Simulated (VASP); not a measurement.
Runs of VASP 6.6.1 on TiO2. The structure is that of space group Pbcn (No. 60), or close to it. The cells are those of the table. 

| level | potentials or basis | U | cell | k mesh | gap on the mesh (eV) | pressure (GPa) | largest force (eV/Å) |
| --- | --- | --- | --- | --- | --- | --- | --- |
| PBE | VASP PAW PBE potentials, release 64 (Ti_sv, O) | - | a = 4.578, b = 5.571, c = 4.923 Å, 12 atoms | 6 × 5 × 6 | 2.60 | 0.8 | 0.03 |
| PBE | VASP PAW PBE potentials, release 64 (Ti_sv, O) | - | a = 4.545, b = 5.520, c = 4.909 Å, 12 atoms | 4 × 4 × 4 | 2.60 | 4.8 | 0.09 |
| BLYP | VASP PAW PBE potentials, release 64 (Ti_sv, O) | - | a = 4.545, b = 5.520, c = 4.909 Å, 12 atoms | 6 × 5 × 6 | 2.60 | 11.0 | 0.08 |
| PBE | VASP PAW PBE potentials, release 64 (Ti_sv, O) | - | a = 4.545, b = 5.520, c = 4.909 Å, 12 atoms | 6 × 5 × 6 | 2.60 | 4.8 | 0.09 |
| PBE+D3(BJ) | VASP PAW PBE potentials, release 64 (Ti_sv, O) | - | a = 4.553, b = 5.529, c = 4.898 Å, 12 atoms | 6 × 5 × 6 | 2.64 | 0.7 | 0.04 |
| RPBE | VASP PAW PBE potentials, release 64 (Ti_sv, O) | - | a = 4.613, b = 5.641, c = 4.954 Å, 12 atoms | 6 × 5 × 6 | 2.60 | 0.6 | 0.03 |
| LDA | VASP PAW LDA potentials, release 64 (Ti_sv, O) | - | a = 4.545, b = 5.520, c = 4.909 Å, 12 atoms | 6 × 5 × 6 | 2.52 | -8.2 | 0.10 |
| PBEsol+D3(BJ) | VASP PAW PBE potentials, release 64 (Ti_sv, O) | - | a = 4.517, b = 5.460, c = 4.856 Å, 12 atoms | 6 × 5 × 6 | (b) | 0.8 | 0.03 |
| PBE+U | VASP PAW PBE potentials, release 64 (Ti_sv, O) | Ti d U = 5.0 eV | a = 4.545, b = 5.520, c = 4.909 Å, 12 atoms | 6 × 5 × 6 | 3.21 | 14.6 | 0.68 |
| BLYP+D3(BJ) | VASP PAW PBE potentials, release 64 (Ti_sv, O) | - | a = 4.548, b = 5.544, c = 4.909 Å, 12 atoms | 6 × 5 × 6 | 2.62 | (a) | 0.09 |
| PBE | VASP PAW PBE potentials, release 64 (Ti_sv, O) | - | a = 4.577, b = 5.568, c = 4.924 Å, 12 atoms | 6 × 5 × 6 | 2.59 | 0.9 | 0.02 |
| PBEsol | VASP PAW PBE potentials, release 64 (Ti_sv, O) | - | a = 4.545, b = 5.520, c = 4.909 Å, 12 atoms | 6 × 5 × 6 | (c) | -2.4 | 0.05 |

Alike in all rows: task single point; no spin polarisation; cutoff (eV) 520; smearing fermi-dirac 0.05 eV.

Problem. Estimate the missing entries.

Solution. (a) 1.2; (b) 2.68; (c) 2.56.

Caveats: the PAW data sets were made with another functional, which shifts forces and pressure a little (some runs).

A k mesh can miss the band edges.
